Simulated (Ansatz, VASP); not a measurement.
## Mo: VASP beside Ansatz

```
Mo
1.0
     0.00000    1.99355    1.99355
     1.99355    0.00000    1.99355
     1.99355    1.99355    0.00000
Mo
1
Cartesian
  0.0000 0.0000 0.0000
```

Alike in both runs: functional r2SCAN; k mesh 18 × 18 × 18; occupations gaussian, width 0.1 eV; no spin polarisation.

Ansatz relaxed the structure, and its values are those at the end. VASP's run is a single point on that final structure, the one shown.

```csv
,VASP,Ansatz
version,VASP 6.6.1,Ansatz 0.2.0
potentials or method,"VASP PAW PBE potentials, release 64 (Mo_sv), cutoff 520 eV","scalar-relativistic, plane waves, PAW"
valence electrons in the cell,14,14
```

|  | VASP | Ansatz | Ansatz less VASP |
| --- | --- | --- | --- |
| gap on the k mesh at the Fermi level (eV) | none | none | - |
| pressure (GPa) | 1.0 | 0.0 | -1.00 |

VASP's potentials were made for PBE, not for r2SCAN. A gap of «none» marks a metal or a gap that the smearing closes.
